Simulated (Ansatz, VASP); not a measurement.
One calculation of C, two programs

```
C
1.0
     7.39800    0.00000    0.00000
    -3.69900    6.40686    0.00000
     0.00000    0.00000   12.00000
C
19
Direct
  0.98962 0.98903 0.10824
  0.22980 0.10873 0.10841
  0.99747 0.32598 0.07991
  0.22192 0.43812 0.08005
  0.99753 0.65968 0.08007
  0.22198 0.77181 0.07988
  0.33487 0.99137 0.08239
  0.55388 0.10402 0.07386
  0.33482 0.33142 0.08270
  0.55387 0.43787 0.07418
  0.33356 0.66077 0.07591
  0.55335 0.77068 0.07511
  0.66552 0.99376 0.07380
  0.88456 0.10641 0.08231
  0.66606 0.32708 0.07520
  0.88585 0.43700 0.07596
  0.66553 0.65987 0.07413
  0.88461 0.76636 0.08262
  0.10952 0.04877 0.21777
```

Alike in both runs: functional PBE; dispersion D3(BJ); k mesh 2 × 2 × 1; occupations gaussian, width 0.02 eV; collinear spin.

Ansatz relaxed the structure, and its values are those at the end. VASP's run is a single point on that final structure, the one shown.

|  | VASP | Ansatz |
| --- | --- | --- |
| version | VASP 6.6.1 | Ansatz 0.2.0 |
| potentials or method | VASP PAW PBE potentials, release 64 (C), cutoff 520 eV | scalar-relativistic, plane waves, PAW |
| valence electrons in the cell | 76 | 76 |

Ansatz gave:

| Item | Value |
| --- | --- |
| rms of the force components (eV/Å) | 0.010 |
| net moment per atom (μB) | 0.03 |
| size of the moment on the site where the two differ most (μB) | 0.13 |

Q: Estimate VASP's values.

A: rms of the force components (eV/Å): 0.016; net moment per atom (μB): 0.03; size of the moment on the site where the two differ most (μB): 0.17.

Site moments also hang on the region over which each program counts them. Ansatz's warnings: filled band counts differ across k points, seeded moment not kept.

The k mesh is coarse, so the values compare programs but aren't converged.
